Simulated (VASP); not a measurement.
# BP (F-43m) in VASP: a series of runs

The runs below take BP through relaxation of cell and atoms, single point, with revPBE+D4, revPBE, PBE-based screened hybrid with 25 % exact exchange.

Program: VASP 6.6.1. These are calculated values, not measurements. Logs are shortened: lines on timing, memory, paths and dates and some standing lists are left out, and cuts for length are marked.

## (1) The cell of the first run

Symmetry: F-43m, No. 216, cubic system. Conventional cell: a = 4.538 Å, b = 4.538 Å, c = 4.538 Å, α = 90.00°, β = 90.00°, γ = 90.00°. Within 2.6 Å of P (site symmetry -43m) lie 4 B at 1.97 Å. B (site symmetry -43m) has 4 P at 1.97 Å within 2.6 Å.

## (2) Relaxation of cell and atoms, revPBE+D4

File INCAR:

```
PREC     = Accurate       # precision mode
ENCUT    = 600            # plane-wave cutoff, eV
EDIFF    = 1E-7           # SCF threshold, eV
ISMEAR   = -1             # smearing method
SIGMA    = 0.05           # smearing width, eV
LREAL    = False          # projectors in reciprocal space
LASPH    = True           # aspherical terms in the spheres
NELM     = 80             # most SCF steps
ALGO     = Normal         # electronic algorithm
ISIF     = 3              # what is computed and relaxed
LWAVE    = False          # write WAVECAR
LCHARG   = False          # write CHGCAR
GGA      = RE             # functional
IVDW     = 13             # dispersion correction
IBRION   = 2              # ionic algorithm
NSW      = 80             # ionic steps
EDIFFG   = -0.02          # ionic threshold
```

File KPOINTS:

```
regular mesh
0
Gamma
  10 10 10
```

File POSCAR:

```
BP
1.0
    0.0000000000      2.2690000000      2.2690000000
    2.2690000000      0.0000000000      2.2690000000
    2.2690000000      2.2690000000      0.0000000000
P B
1 1
Direct
    0.7500000000      0.7500000000      0.7500000000
    0.0000000000      0.0000000000      0.0000000000
```

Potentials or basis: VASP PAW PBE potentials, release 64 (P, B).

Launch:

```bash
$ cat potpaw_PBE.64/P/POTCAR potpaw_PBE.64/B/POTCAR > POTCAR
$ mpirun -np 1 vasp_std > vasp.out
```

OUTCAR:

```text
PREC = Accurate
   ENCUT = 600
   EDIFF = 1E-7
   ISMEAR = -1
   LREAL = False
   LASPH = True
   NELM = 80
   ISIF = 3
   GGA = RE
   IVDW = 13
   IBRION = 2
   NSW = 80
   EDIFFG = -0.02

 ion  position               nearest neighbor table
   1  0.750  0.750  0.750-   2 1.97   2 1.97   2 1.97   2 1.97
   2  0.000  0.000  0.000-   1 1.97   1 1.97   1 1.97   1 1.97

  LATTYP: Found a face centered cubic cell.
 ALAT       =     4.5380000000

  Lattice vectors:

 A1 = (   0.0000000000,   2.2690000000,   2.2690000000)
 A2 = (   2.2690000000,   0.0000000000,   2.2690000000)
 A3 = (   2.2690000000,   2.2690000000,   0.0000000000)

Analysis of symmetry for initial positions (statically):
=====================================================================
 Subroutine PRICEL returns:
 Original cell was already a primitive cell.

 Routine SETGRP: Setting up the symmetry group for a
 face centered cubic supercell.

 Subroutine GETGRP returns: Found 24 space group operations
 (whereof 24 operations were pure point group operations)
 out of a pool of 48 trial point group operations.

The static configuration has the point symmetry T_d .

Analysis of symmetry for dynamics (positions and initial velocities):
=====================================================================
 Subroutine PRICEL returns:
 Original cell was already a primitive cell.

 Routine SETGRP: Setting up the symmetry group for a
 face centered cubic supercell.

 Subroutine GETGRP returns: Found 24 space group operations
 (whereof 24 operations were pure point group operations)
 out of a pool of 48 trial point group operations.

The dynamic configuration has the point symmetry T_d .

 Subroutine INISYM returns: Found 24 space group operations
 (whereof 24 operations are pure point group operations),
 and found     1 'primitive' translations

----------------------------------------------------------------------------------------

                                     Primitive cell

  volume of cell :      23.3633

  direct lattice vectors                    reciprocal lattice vectors
     0.000000000  2.269000000  2.269000000    -0.220361393  0.220361393  0.220361393
     2.269000000  0.000000000  2.269000000     0.220361393 -0.220361393  0.220361393
     2.269000000  2.269000000  0.000000000     0.220361393  0.220361393 -0.220361393

  length of vectors
     3.208850573  3.208850573  3.208850573     0.381677128  0.381677128  0.381677128

  position of ions in fractional coordinates (direct lattice)
     0.750000000  0.750000000  0.750000000
     0.000000000  0.000000000  0.000000000

  ion indices of the primitive-cell ions
   primitive index   ion index
                 1           1
                 2           2

----------------------------------------------------------------------------------------

 KPOINTS: regular mesh

Automatic generation of k-mesh.
 Grid dimensions read from file:
 generate k-points for:   10   10   10

 Generating k-lattice:

  Cartesian coordinates                     Fractional coordinates (reciprocal lattice)
    -0.022036139  0.022036139  0.022036139     0.100000000  0.000000000  0.000000000
     0.022036139 -0.022036139  0.022036139     0.000000000  0.100000000  0.000000000
     0.022036139  0.022036139 -0.022036139     0.000000000  0.000000000  0.100000000

  Length of vectors
     0.038167713  0.038167713  0.038167713

  Shift w.r.t. Gamma in fractional coordinates (k-lattice)
     0.000000000  0.000000000  0.000000000

 Subroutine IBZKPT returns following result:
 ===========================================

 Found     47 irreducible k-points:

 Following reciprocal coordinates:
            Coordinates               Weight
  0.000000  0.000000  0.000000      1.000000
  0.100000  0.000000  0.000000      8.000000
  0.200000  0.000000  0.000000      8.000000
  0.300000  0.000000  0.000000      8.000000
  0.400000  0.000000  0.000000      8.000000
  0.500000  0.000000  0.000000      4.000000
[... 16 lines left out ...]
  0.300000  0.300000  0.000000      6.000000
  0.400000  0.300000  0.000000     24.000000
 [... further k-points ...]
   k-points           NKPTS =     47   k-points in BZ     NKDIM =     47   number of bands    NBANDS=      8
   number of dos      NEDOS =    301   number of ions     NIONS =      2
   total plane-waves  NPLWV =  21952
   dimension x,y,z NGX =    28 NGY =   28 NGZ =   28
   dimension x,y,z NGXF=    56 NGYF=   56 NGZF=   56
   ions per type =               1   1
   NGX,Y,Z   is equivalent  to a cutoff of  14.51, 14.51, 14.51 a.u.
   NGXF,Y,Z  is equivalent  to a cutoff of  29.01, 29.01, 29.01 a.u.
 SYSTEM =  unknown system
   PREC   = accura    normal or accurate (medium, high low for compatibility)
   ISTART =      0    job   : 0-new  1-cont  2-samecut
   ICHARG =      2    charge: 1-file 2-atom 10-const
   ISPIN  =      1    spin polarized calculation?
   LNONCOLLINEAR =      F non collinear calculations
   LSORBIT =      F    spin-orbit coupling
   LASPH  =      T    aspherical Exc in radial PAW
   ENCUT  =  600.0 eV  44.10 Ry    6.64 a.u.   6.41  6.41  6.41*2*pi/ulx,y,z
   NELM   =     80;   NELMIN=  2; NELMDL= -5     # of ELM steps
   EDIFF  = 0.1E-06   stopping-criterion for ELM
   LREAL  =      F    real-space projection
   EDIFFG = -.2E-01   stopping-criterion for IOM
   NSW    =     80    number of steps for IOM
   IBRION =      2    ionic relax: 0-MD 1-quasi-New 2-CG
   NFREE  =      1    steps in history (QN), initial steepest desc. (CG)
   ISIF   =      3    stress and relaxation
   ISYM   =      2    0-nonsym 1-usesym 2-fastsym
   POTIM  = 0.5000    time-step for ionic-motion
   TEBEG  =    0.0;   TEEND  =   0.0 temperature during run
   PSTRESS=    0.0 pullay stress
   NELECT =       8.0000    total number of electrons
   NUPDOWN=      -1.0000    fix difference up-down
   EMIN   =  10.00;   EMAX   =-10.00  energy-range for DOS
   EFERMI =   0.00;   METHOD = LEGACY
   ISMEAR =    -1;   SIGMA  =   0.05  broadening in eV -4-tet -1-fermi 0-gaus
   EFERMI_NEDOS =   21; number of points for ismear=-14 and -15
   IALGO  =     38    algorithm
   IMIX   =      4    mixing-type and parameters
     AMIX     =   0.40;   BMIX     =  1.00
     AMIX_MAG =   1.60;   BMIX_MAG =  1.00
  volume/ion in A,a.u.               =      11.68        78.83
  Fermi-wavevector in a.u.,A,eV,Ry     =   1.145320  2.164342 17.847562  1.311759
  Thomas-Fermi vector in A             =   2.282009
   LORBIT       =      0    0 simple, 1 ext, 2 COOP (PROOUT), +10 PAW based schemes
   GGA     = RE    functional components
   LHFCALC =     F    Hartree Fock is set to
   AEXX    =    0.0000 exact exchange contribution
   IVDW    =    13    specifies the selected vdW correction
   LEPSILON=     F    determine dielectric tensor
   LRPA    =     F    only Hartree local field effects (RPA)
 conjugate gradient relaxation of ions
 non-spin polarized calculation
  energy-cutoff  :      600.00
  volume of cell :       23.36
 maximum number of plane-waves:       794
 NGX is ok and might be reduce to    28
   NGX = 13   NGY = 13   NGZ = 13

--------------------------------------- Ionic step        1  -------------------------------------------

 number of electron       8.0000000 magnetization

 Free energy of the ion-electron system (eV)
  ---------------------------------------------------
  ext. energy  EPLUGINS =         0.00000000
  ---------------------------------------------------
  free energy    TOTEN  =       -12.38407822 eV

  energy without entropy =      -12.38407817  energy(sigma->0) =      -12.38407820

------------------------ aborting loop because EDIFF is reached ----------------------------------------

  DFT-D4 for vdW energy calculation

  Edisp (eV):   -1.42492

  FORCE on cell =-STRESS in cart. coord.  units (eV):
  Direction    XX          YY          ZZ          XY          YZ          ZX
  --------------------------------------------------------------------------------------
  -------------------------------------------------------------------------------------
  Total      -1.13243    -1.13243    -1.13243    -0.00000    -0.00000     0.00000
  in kB     -77.65810   -77.65810   -77.65810    -0.00000    -0.00000     0.00000
  external pressure =      -77.66 kB  Pullay stress =        0.00 kB
[... 61 lines left out ...]
  energy  without entropy=      -13.8212537269  energy(sigma->0) =      -13.82125381

--------------------------------------- Ionic step        3  -------------------------------------------

 number of electron       8.0000000 magnetization

 Free energy of the ion-electron system (eV)
  ---------------------------------------------------
  ext. energy  EPLUGINS =         0.00000000
  ---------------------------------------------------
  free energy    TOTEN  =       -12.33545273 eV

  energy without entropy =      -12.33545263  energy(sigma->0) =      -12.33545268

 E-fermi :   8.6432     XC(G=0): -11.0686

 val. band max:        8.0774590232   @ k =   0.0000   0.0000   0.0000
 cond. band min:       9.2506076806   @ k =   0.4000   0.4000   0.0000
 fundamental gap:      1.1731486573
 Fermi energy:         8.6432007163

 k-point     1 :       0.0000    0.0000    0.0000
  band No.  band energies     occupation
      1      -7.8339      2.00000
      2       8.0775      1.99998
      3       8.0775      1.99998
      4       8.0775      1.99998
      5      11.5464      0.00000
      6      11.5464      0.00000
      7      11.5464      0.00000
      8      16.2224      0.00000
[... 243 lines left out ...]
 k-point    24 :       0.4000    0.3000    0.0000
  band No.  band energies     occupation
      1      -4.7635      2.00000
      2       1.7954      2.00000
      3       3.8447      2.00000
      4       4.4066      2.00000
      5       9.8532      0.00000
      6      11.6950      0.00000
      7      17.8808      0.00000
      8      17.9298      0.00000

 [... further k-points ...]

------------------------ aborting loop because EDIFF is reached ----------------------------------------

  DFT-D4 for vdW energy calculation

  Edisp (eV):   -1.50128

  FORCE on cell =-STRESS in cart. coord.  units (eV):
  Direction    XX          YY          ZZ          XY          YZ          ZX
  --------------------------------------------------------------------------------------
  -------------------------------------------------------------------------------------
  Total      -0.00196    -0.00196    -0.00196     0.00000     0.00000     0.00000
  in kB      -0.14091    -0.14091    -0.14091     0.00000     0.00000     0.00000
  external pressure =       -0.14 kB  Pullay stress =        0.00 kB
[... 17 lines left out ...]
  FREE ENERGIE OF THE ION-ELECTRON SYSTEM (eV)
  ---------------------------------------------------
  free  energy   TOTEN  =       -13.8367285288 eV

  energy  without entropy=      -13.8367284316  energy(sigma->0) =      -13.83672848

 reached required accuracy - stopping structural energy minimisation
```

Wall time 32 s (1 thread of Intel Xeon Platinum 8488C (Sapphire Rapids), shared host); peak memory 0.16 GiB.

Results:

| Property | Result |
| --- | --- |
| Free energy | -13.8367 eV |
| Relaxed volume | 11.13 Å³/atom |
| Relaxed cell | a = 3.158 Å, b = 3.158 Å, c = 3.158 Å, α = 60.00°, β = 60.00°, γ = 60.00° |
| Space group after relaxing (to 0.1 Å) | F-43m (No. 216) |
| Energy gained by relaxing | 13.9 meV/atom |
| Ionic steps | 3 |
| Pressure after relaxing | 0.0 GPa |
| Band gap on the k mesh | 1.17 eV (least direct gap 3.47 eV) |
| Dispersion energy per atom | -0.751 eV |

Step by step:
```
step  energy change (eV)  largest force (eV/Å)  pressure (GPa)  volume (Å³)
   1              0.0000                0.0000           -7.77        23.36
   2             -0.0123                0.0000            6.68        21.50
   3             -0.0277                0.0000           -0.01        22.27
```

Final structure:
```yaml
crystal:
  lattice:
    - [0.00000, 2.23300, 2.23300]
    - [2.23300, 0.00000, 2.23300]
    - [2.23300, 2.23300, 0.00000]
  atoms:
    - { symbol: P, position: [0.75000, 0.75000, 0.75000] }
    - { symbol: B, position: [0.00000, 0.00000, 0.00000] }
```

Caveat: the PAW data sets were made with another functional, which shifts forces and pressure a little.

[end of part 1 of 2]
